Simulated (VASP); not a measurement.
Input of a VASP 6.6.1 run:

The input INCAR:

```
  PREC = Accurate
  ENCUT = 520
  EDIFF = 1E-6
  ISMEAR = 0
  SIGMA = 0.01
  LREAL = False
  LASPH = True
  NELM = 100
  ALGO = Normal
  ISIF = 2
  LWAVE = False
  LCHARG = False
  GGA = PS
  NBANDS = 16
```

KPOINTS

```
Automatic mesh
0
Gamma
  8 8 8
```

Contents of POSCAR:

```
GaP
1.0
    0.0000000000      2.7328599477      2.7328599477
    2.7328599477      0.0000000000      2.7328599477
    2.7328599477      2.7328599477      0.0000000000
Ga P
1 1
Direct
    0.0000000000      0.0000000000      0.0000000000
    0.7500000000      0.7500000000      0.7500000000
```

Potentials or basis: VASP PAW PBE potentials, release 64 (Ga_d, P).

Command:

```sh
$ cat potpaw_PBE.64/Ga_d/POTCAR potpaw_PBE.64/P/POTCAR > POTCAR
$ mpirun -np 1 vasp_std > vasp.out
```

Question: What does it give for the pressure?

Answer: -1.3 GPa.

Question: Estimate the band gap on the k mesh.

Answer: 1.53 eV, indirect (least direct gap 1.68 eV).

Caveat: the PAW data sets were made with another functional, which shifts forces and pressure a little.

**What was measured.**

From “Stacking defects in GaP nanowires: Electronic structure and optical properties”, 2018, arxiv:1810.01194, for a bulk crystal of GaP at 10 K: band gap 2.34 eV (indirect).

Against the measured gap of GaP, 2.34 eV (indirect; 10 K; quoted in “Stacking defects in GaP nanowires: Electronic structure and optical properties”, 2018, arxiv:1810.01194), the calculated 1.53 eV is off by -0.81 eV. Spin-orbit coupling on Ga is left out. The value is that of PBEsol on a finite k mesh, which can miss the band edges, without temperature or zero-point motion. Semilocal functionals fall short of measured gaps as a rule.
